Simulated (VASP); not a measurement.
# K (Im-3m) in VASP: further runs

K is run at these levels: HSE06; tasks: single point.

All numbers are computed with VASP 6.6.1; they aren't measurements. Logs are shortened: lines on timing, memory, paths and dates and some standing lists are left out, and cuts for length are marked.

### 1 The cell of the first run

Symmetry: Im-3m, No. 229, cubic system. The conventional cell has a = 5.135 Å, b = 5.135 Å, c = 5.135 Å, α = 90.00°, β = 90.00°, γ = 90.00°. K (site symmetry m-3m) has 14 K at 4.45 to 5.14 Å within 5.8 Å.

### 2 Single point, HSE06

The input, POSCAR:

```
K
1.0
   -2.5676345012      2.5676345012      2.5676345012
    2.5676345012     -2.5676345012      2.5676345012
    2.5676345012      2.5676345012     -2.5676345012
K
1
Direct
    0.0000000000      0.0000000000      0.0000000000
```

The input, INCAR.step1:

```
PREC = Accurate
ENCUT = 520
EDIFF = 1E-5
ISMEAR = -1
SIGMA = 0.1
LREAL = False
LASPH = True
NELM = 100
ALGO = Normal
ISIF = 2
LWAVE = True
NBANDS = 10
GGA = PE
```

The input, INCAR.step2:

```
PREC = Accurate
ENCUT = 520
EDIFF = 1E-6
ISMEAR = -1
SIGMA = 0.1
LREAL = False
LASPH = True
NELM = 100
ALGO = Normal
ISIF = 2
LWAVE = False
LCHARG = True
GGA = PE
LHFCALC = True
HFSCREEN = 0.2079
PRECFOCK = Normal
LELF = True
LVHAR = True
NBANDS = 10
ISTART = 1
```

The input, KPOINTS:

```
Automatic mesh
0
Gamma
  6 6 6
```

Potentials or basis: VASP PAW PBE potentials, release 64 (K_sv).

Started as:

```bash
$ cat potpaw_PBE.64/K_sv/POTCAR > POTCAR
$ cp INCAR.step1 INCAR
$ mpirun -np 1 vasp_std > vasp.out
$ cp INCAR.step2 INCAR
$ mpirun -np 1 vasp_std > vasp.out
```

OUTCAR:

```text
PREC = Accurate
   ENCUT = 520
   EDIFF = 1E-6
   ISMEAR = -1
   LREAL = False
   LASPH = True
   NELM = 100
   ISIF = 2
   GGA = PE
   LHFCALC = True
   HFSCREEN = 0.2079
   PRECFOCK = Normal
   ISTART = 1

 ion  position               nearest neighbor table
   1  0.000  0.000  0.000-

  LATTYP: Found a body centered cubic cell.
 ALAT       =     5.1352690024

  Lattice vectors:

 A1 = (  -2.5676345012,   2.5676345012,   2.5676345012)
 A2 = (   2.5676345012,  -2.5676345012,   2.5676345012)
 A3 = (   2.5676345012,   2.5676345012,  -2.5676345012)

Analysis of symmetry for initial positions (statically):
=====================================================================
 Subroutine PRICEL returns:
 Original cell was already a primitive cell.

 Routine SETGRP: Setting up the symmetry group for a
 body centered cubic supercell.

 Subroutine GETGRP returns: Found 48 space group operations
 (whereof 48 operations were pure point group operations)
 out of a pool of 48 trial point group operations.

The static configuration has the point symmetry O_h .

Analysis of symmetry for dynamics (positions and initial velocities):
=====================================================================
 Subroutine PRICEL returns:
 Original cell was already a primitive cell.

 Routine SETGRP: Setting up the symmetry group for a
 body centered cubic supercell.

 Subroutine GETGRP returns: Found 48 space group operations
 (whereof 48 operations were pure point group operations)
 out of a pool of 48 trial point group operations.

The dynamic configuration has the point symmetry O_h .

 Subroutine INISYM returns: Found 48 space group operations
 (whereof 48 operations are pure point group operations),
 and found     1 'primitive' translations

----------------------------------------------------------------------------------------

                                     Primitive cell

  volume of cell :      67.7111

  direct lattice vectors                    reciprocal lattice vectors
    -2.567634501  2.567634501  2.567634501     0.000000000  0.194731766  0.194731766
     2.567634501 -2.567634501  2.567634501     0.194731766  0.000000000  0.194731766
     2.567634501  2.567634501 -2.567634501     0.194731766  0.194731766  0.000000000

  length of vectors
     4.447273411  4.447273411  4.447273411     0.275392304  0.275392304  0.275392304

  position of ions in fractional coordinates (direct lattice)
     0.000000000  0.000000000  0.000000000

  ion indices of the primitive-cell ions
   primitive index   ion index
                 1           1

----------------------------------------------------------------------------------------

 KPOINTS: Automatic mesh

Automatic generation of k-mesh.
 Grid dimensions read from file:
 generate k-points for:    6    6    6

 Generating k-lattice:

  Cartesian coordinates                     Fractional coordinates (reciprocal lattice)
     0.000000000  0.032455294  0.032455294     0.166666667  0.000000000  0.000000000
     0.032455294  0.000000000  0.032455294     0.000000000  0.166666667  0.000000000
     0.032455294  0.032455294  0.000000000     0.000000000  0.000000000  0.166666667

  Length of vectors
     0.045898717  0.045898717  0.045898717

  Shift w.r.t. Gamma in fractional coordinates (k-lattice)
     0.000000000  0.000000000  0.000000000

 Subroutine IBZKPT returns following result:
 ===========================================

 Found     16 irreducible k-points:

 Following reciprocal coordinates:
            Coordinates               Weight
  0.000000  0.000000  0.000000      1.000000
  0.166667  0.000000  0.000000     12.000000
  0.333333  0.000000  0.000000     12.000000
  0.500000  0.000000  0.000000      6.000000
  0.166667  0.166667  0.000000     24.000000
  0.333333  0.166667  0.000000     48.000000
[... 8 lines left out ...]
  0.500000  0.500000  0.333333     12.000000
  0.500000  0.500000  0.500000      1.000000
   k-points           NKPTS =     16   k-points in BZ     NKDIM =    216   number of bands    NBANDS=     10
   number of dos      NEDOS =    301   number of ions     NIONS =      1
   total plane-waves  NPLWV =  46656
   dimension x,y,z NGX =    36 NGY =   36 NGZ =   36
   dimension x,y,z NGXF=    72 NGYF=   72 NGZF=   72
   ions per type =               1
   NGX,Y,Z   is equivalent  to a cutoff of  13.46, 13.46, 13.46 a.u.
   NGXF,Y,Z  is equivalent  to a cutoff of  26.91, 26.91, 26.91 a.u.
 SYSTEM =  unknown system
   PREC   = accura    normal or accurate (medium, high low for compatibility)
   ISTART =      1    job   : 0-new  1-cont  2-samecut
   ICHARG =      0    charge: 1-file 2-atom 10-const
   ISPIN  =      1    spin polarized calculation?
   LNONCOLLINEAR =      F non collinear calculations
   LSORBIT =      F    spin-orbit coupling
   LASPH  =      T    aspherical Exc in radial PAW
   ENCUT  =  520.0 eV  38.22 Ry    6.18 a.u.   8.27  8.27  8.27*2*pi/ulx,y,z
   NELM   =    100;   NELMIN=  2; NELMDL=  0     # of ELM steps
   EDIFF  = 0.1E-05   stopping-criterion for ELM
   LREAL  =      F    real-space projection
   EDIFFG = 0.1E-04   stopping-criterion for IOM
   NSW    =      0    number of steps for IOM
   IBRION =     -1    ionic relax: 0-MD 1-quasi-New 2-CG
   NFREE  =      0    steps in history (QN), initial steepest desc. (CG)
   ISIF   =      2    stress and relaxation
   ISYM   =      3    0-nonsym 1-usesym 2-fastsym
   POTIM  = 0.5000    time-step for ionic-motion
   TEBEG  =    0.0;   TEEND  =   0.0 temperature during run
   PSTRESS=    0.0 pullay stress
   NELECT =       9.0000    total number of electrons
   NUPDOWN=      -1.0000    fix difference up-down
   EMIN   =  10.00;   EMAX   =-10.00  energy-range for DOS
   EFERMI =   0.00;   METHOD = LEGACY
   ISMEAR =    -1;   SIGMA  =   0.10  broadening in eV -4-tet -1-fermi 0-gaus
   EFERMI_NEDOS =   21; number of points for ismear=-14 and -15
   IALGO  =     38    algorithm
   IMIX   =      1    mixing-type and parameters
     AMIX     =   0.40;   BMIX     =  1.00
     AMIX_MAG =   1.60;   BMIX_MAG =  1.00
  volume/ion in A,a.u.               =      67.71       456.94
  Fermi-wavevector in a.u.,A,eV,Ry     =   0.835480  1.578827  9.497220  0.698026
  Thomas-Fermi vector in A             =   1.949045
   LORBIT       =      0    0 simple, 1 ext, 2 COOP (PROOUT), +10 PAW based schemes
   GGA     = PE    functional components
   LHFCALC =     T    Hartree Fock is set to
   PRECFOCK=normal    Normal, Fast or Accurate (Low or Medium for compatibility)
   ENCUT4O =  -1.0   cutoff for four orbital integrals eV
   NKREDX  =     1    reduce k-point grid by
   NKREDY  =     1    reduce k-point grid by
   NKREDZ  =     1    reduce k-point grid by
   AEXX    =    0.2500 exact exchange contribution
   HFSCREEN=    0.2079 screening length (either q_TF or 0.3 A-1)
   HFSCREENC=   0.2079 screening length for correlation (either q_TF or 0.3 A-1)
   ENCUTFOCK=  -1.0 apply spherical cutoff to Coloumb kernel
   IVDW    =     0    specifies the selected vdW correction
   LEPSILON=     F    determine dielectric tensor
   LRPA    =     F    only Hartree local field effects (RPA)
 non-spin polarized calculation
  energy-cutoff  :      520.00
  volume of cell :       67.71
 maximum number of plane-waves:      1878
 NGX is ok and might be reduce to    36
  NGX = 28; NGY = 28; NGZ = 28

 number of electron       8.9999999 magnetization

 Free energy of the ion-electron system (eV)
  ---------------------------------------------------
  ext. energy  EPLUGINS =         0.00000000
  ---------------------------------------------------
  free energy    TOTEN  =        -1.10134920 eV

  energy without entropy =       -1.06806351  energy(sigma->0) =       -1.08470636

 E-fermi :   0.1273     XC(G=0):  -5.0227

 val. band max:       -0.1840268165   @ k =   0.1667   0.1667   0.1667
 cond. band min:       0.1516137109   @ k =   0.3333   0.1667   0.0000
 fundamental gap:      0.3356405274
 Fermi energy:         0.1272557344

 k-point     1 :       0.0000    0.0000    0.0000
  band No.  band energies     occupation
      1     -35.0251      2.00000
      2     -17.1021      2.00000
      3     -17.1021      2.00000
      4     -17.1021      2.00000
      5      -2.5645      2.00000
      6       5.1265      0.00000
      7       5.1265      0.00000
      8       5.1265      0.00000
      9       6.1441      0.00000
     10       6.1441      0.00000

 k-point     2 :       0.1667    0.0000    0.0000
  band No.  band energies     occupation
      1     -35.0235      2.00000
      2     -17.1257      2.00000
      3     -17.1096      2.00000
      4     -17.1021      2.00000
      5      -2.1288      2.00000
      6       4.3425      0.00000
      7       4.6660      0.00000
      8       5.4347      0.00000
      9       5.8591      0.00000
     10       6.0411      0.00000

 k-point     3 :       0.3333    0.0000    0.0000
  band No.  band energies     occupation
      1     -35.0205      2.00000
      2     -17.1715      2.00000
      3     -17.1245      2.00000
      4     -17.1019      2.00000
      5      -0.9204      1.99994
      6       2.6109      0.00000
      7       4.0377      0.00000
      8       5.9822      0.00000
      9       6.1341      0.00000
     10       6.3172      0.00000

 k-point     4 :       0.5000    0.0000    0.0000
  band No.  band energies     occupation
      1     -35.0189      2.00000
      2     -17.1937      2.00000
      3     -17.1319      2.00000
      4     -17.1019      2.00000
      5       0.6803      0.00790
      6       0.8860      0.00101
      7       3.7950      0.00000
      8       5.7946      0.00000
      9       6.6743      0.00000
     10       6.8265      0.00000

 k-point     5 :       0.1667    0.1667    0.0000
  band No.  band energies     occupation
      1     -35.0212      2.00000
      2     -17.1568      2.00000
      3     -17.1190      2.00000
      4     -17.1072      2.00000
      5      -1.3053      2.00000
      6       3.3789      0.00000
      7       3.8432      0.00000
      8       5.7125      0.00000
      9       5.8320      0.00000
     10       6.5563      0.00000

 k-point     6 :       0.3333    0.1667    0.0000
  band No.  band energies     occupation
      1     -35.0189      2.00000
      2     -17.1819      2.00000
      3     -17.1366      2.00000
      4     -17.1090      2.00000
      5       0.1516      0.87881
      6       1.8715      0.00000
      7       3.2762      0.00000
      8       5.5240      0.00000
      9       6.2776      0.00000
     10       6.8205      0.00000
[... 79 lines left out ...]
 k-point    13 :      -0.3333    0.5000    0.1667
  band No.  band energies     occupation
      1     -35.0172      2.00000
      2     -17.1753      2.00000
      3     -17.1545      2.00000
      4     -17.1250      2.00000
      5       0.7742      0.00309
      6       2.0806      0.00000
      7       2.9454      0.00000
      8       4.9958      0.00000
      9       5.5745      0.00000
     10       6.8009      0.00000

 k-point    14 :      -0.3333    0.3333    0.3333
  band No.  band energies     occupation
      1     -35.0167      2.00000
      2     -17.1621      2.00000
      3     -17.1496      2.00000
      4     -17.1496      2.00000
      5       0.4578      0.07075
      6       2.6551      0.00000
      7       4.0620      0.00000
      8       4.0620      0.00000
      9       4.8018      0.00000
     10       6.7584      0.00000

 k-point    15 :       0.5000    0.5000    0.3333
  band No.  band energies     occupation
      1     -35.0154      2.00000
      2     -17.1733      2.00000
      3     -17.1579      2.00000
      4     -17.1506      2.00000
      5       1.6042      0.00000
      6       1.8747      0.00000
      7       3.6255      0.00000
      8       4.0311      0.00000
      9       4.9042      0.00000
     10       7.3227      0.00000

 k-point    16 :       0.5000    0.5000    0.5000
  band No.  band energies     occupation
      1     -35.0142      2.00000
      2     -17.1665      2.00000
      3     -17.1665      2.00000
      4     -17.1665      2.00000
      5       2.0481      0.00000
      6       2.0481      0.00000
      7       4.0988      0.00000
      8       4.0988      0.00000
      9       4.0988      0.00000
     10       6.6174      0.00000

------------------------ aborting loop because EDIFF is reached ----------------------------------------

  FORCE on cell =-STRESS in cart. coord.  units (eV):
  Direction    XX          YY          ZZ          XY          YZ          ZX
  --------------------------------------------------------------------------------------
  -------------------------------------------------------------------------------------
  Total        0.2111118      0.2111118      0.2111118      0.0000000     -0.0000000     -0.0000000
  in kB        4.9953216      4.9953216      4.9953216      0.0000000     -0.0000000     -0.0000000
  external PRESSURE =       4.9953216 kB  Pullay stress =       0.0000000 kB

 VOLUME and BASIS-vectors are now :
 -----------------------------------------------------------------------------
  energy-cutoff  :      520.00
  volume of cell :       67.71
      direct lattice vectors                 reciprocal lattice vectors
    -2.567634501  2.567634501  2.567634501     0.000000000  0.194731766  0.194731766
     2.567634501 -2.567634501  2.567634501     0.194731766  0.000000000  0.194731766
     2.567634501  2.567634501 -2.567634501     0.194731766  0.194731766  0.000000000

 POSITION                                       TOTAL-FORCE (eV/Angst)
 -----------------------------------------------------------------------------------
      0.00000      0.00000      0.00000        -0.000000      0.000000     -0.000000
 -----------------------------------------------------------------------------------
    total drift:                               -0.000000      0.000000      0.000000

  FREE ENERGIE OF THE ION-ELECTRON SYSTEM (eV)
  ---------------------------------------------------
  free  energy   TOTEN  =        -1.1013492039 eV

  energy  without entropy=       -1.0680635108  energy(sigma->0) =       -1.08470636
```

Run time: 10 min. Hardware: 1 thread of Intel Xeon Platinum 8488C (Sapphire Rapids), shared host; peak memory 0.32 GiB.

Results:

| Item | Value |
| --- | --- |
| Free energy | -1.1013 eV |
| Pressure | 0.5 GPa |
| Band gap on the k mesh | zero (an odd number of electrons rules out a gap without spin polarisation) |

Caveat: the PAW data sets were made with another functional, which shifts forces and pressure a little.

### 3 Single point, HSE06

POSCAR is that of step 2.

The input, INCAR.step1:

```
SYSTEM = K
PREC = Accurate
ENCUT = 520
EDIFF = 1E-5
ISMEAR = -1
SIGMA = 0.1
LREAL = .FALSE.
LASPH = .TRUE.
NELM = 100
ALGO = Normal
ISIF = 2
LWAVE = .TRUE.
LCHARG = .FALSE.
NBANDS = 10
GGA = PE
```

The input, INCAR.step2:

```
SYSTEM = K
PREC = Accurate
ENCUT = 520
EDIFF = 1E-6
ISMEAR = -1
SIGMA = 0.1
LREAL = .FALSE.
LASPH = .TRUE.
NELM = 100
ALGO = Normal
ISIF = 2
LWAVE = .FALSE.
LCHARG = .FALSE.
GGA = PE
LHFCALC = .TRUE.
HFSCREEN = 0.2079
PRECFOCK = Normal
NBANDS = 10
ISTART = 1
```

The input, KPOINTS:

```
regular mesh
0
G
  6 6 6
  0 0 0
```

Potentials or basis: VASP PAW PBE potentials, release 64 (K_sv).

Started as:

```bash
$ cat potpaw_PBE.64/K_sv/POTCAR > POTCAR
$ cp INCAR.step1 INCAR
$ mpirun -np 1 vasp_std > vasp.out
$ cp INCAR.step2 INCAR
$ mpirun -np 1 vasp_std > vasp.out
```

Run time: 13 min. Hardware: 1 thread of Intel Xeon Platinum 8488C (Sapphire Rapids), shared host; peak memory 0.31 GiB.

The run converged. Its results:

| Quantity | Value |
| --- | --- |
| Free energy | -1.1013 eV |
| Pressure | 0.5 GPa |
| Band gap on the k mesh | zero (an odd number of electrons rules out a gap without spin polarisation) |

Levels at points of the mesh, in eV from the Fermi level:
```tsv
k point	band 2	band 3	band 4	band 5	band 6	band 7
(0.00, 0.00, 0.00)	-17.23	-17.23	-17.23	-2.69	5.00	5.00
(0.50, 0.00, 0.00)	-17.32	-17.26	-17.23	0.55	0.76	3.67
(0.50, 0.50, 0.50)	-17.29	-17.29	-17.29	1.92	1.92	3.97
```

Caveat: the PAW data sets were made with another functional, which shifts forces and pressure a little.

The gap in the log of VASP goes by the Fermi energy; the results here count the filled bands.